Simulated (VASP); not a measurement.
Write the native input for VASP 6.6.1 that does the following.

```yaml
Task: single point
Functional: PBE
Potentials_or_basis: VASP PAW PBE potentials, release 64 (Si, Ti_sv)
Cutoff: 520 eV
k_mesh: 2 × 2 × 2
Occupations: fermi-dirac, width 0.05 eV
Spin: no spin polarisation
Dipole_correction: no
Further_INCAR_settings: LREAL = Auto; ALGO = Normal; EDIFF = 1e-06; NBANDS = 52
```

The structure of TiSi16 (a cell with a defect) lies in POSCAR:

```
TiSi16
1.0
    0.0000000000      5.4300000000      5.4300000000
    5.4300000000      0.0000000000      5.4300000000
    5.4300000000      5.4300000000      0.0000000000
Si Ti
16 1
Direct
   -0.0123417127      0.0374361878     -0.0126514733
    0.1260825046      0.1392885820      0.1257828729
    0.0104211786     -0.0089165746      0.4991451197
    0.1260781768      0.1392999079      0.6086330571
    0.0059265193      0.5170386740      0.0056683241
    0.1097199816      0.6713378453      0.1093627072
    0.0059168508      0.5170555249      0.4711522099
    0.1492029466      0.6181653775      0.6162117864
    0.4994462247     -0.0089511971      0.0101416206
    0.6089649171      0.1392487109      0.1257881215
    0.4994424494     -0.0089411602      0.4991544199
    0.6402269797      0.0796875691      0.6399409761
    0.4714913444      0.5170101289      0.0056412523
    0.6165326888      0.6181312155      0.1489201657
    0.5157585635      0.4530769797      0.5154804788
    0.6165287293      0.6181416206      0.6162042357
    0.8543732044      0.4373223757      0.8540494475
```

The input as run:

INCAR

```
ALGO = Normal
EDIFF = 1E-6
ENCUT = 520
GGA = PE
ISIF = 2
ISMEAR = -1
LASPH = True
LCHARG = True
LELF = True
LREAL = Auto
LVHAR = True
LWAVE = False
NBANDS = 52
NELM = 100
PREC = Accurate
SIGMA = 0.05
```

KPOINTS

```
k-points
0
Gamma
  2 2 2
```

Potentials or basis: VASP PAW PBE potentials, release 64 (Si, Ti_sv).

Command:

```console
$ cat potpaw_PBE.64/Si/POTCAR potpaw_PBE.64/Ti_sv/POTCAR > POTCAR
$ mpirun -np 1 vasp_std > vasp.out
```

It gave:

```
Pressure               : 3.9 GPa
Largest force          : 1.913 eV/Å
Band gap on the k mesh : zero (bands 38 and 39 overlap by 0.33 eV)
```

Caveat: the k points lie up to 0.50 Å⁻¹ apart.

It took 8.8 min on 1 thread of Intel Xeon 8259CL, with other jobs on the host, peak memory 0.5 GiB.
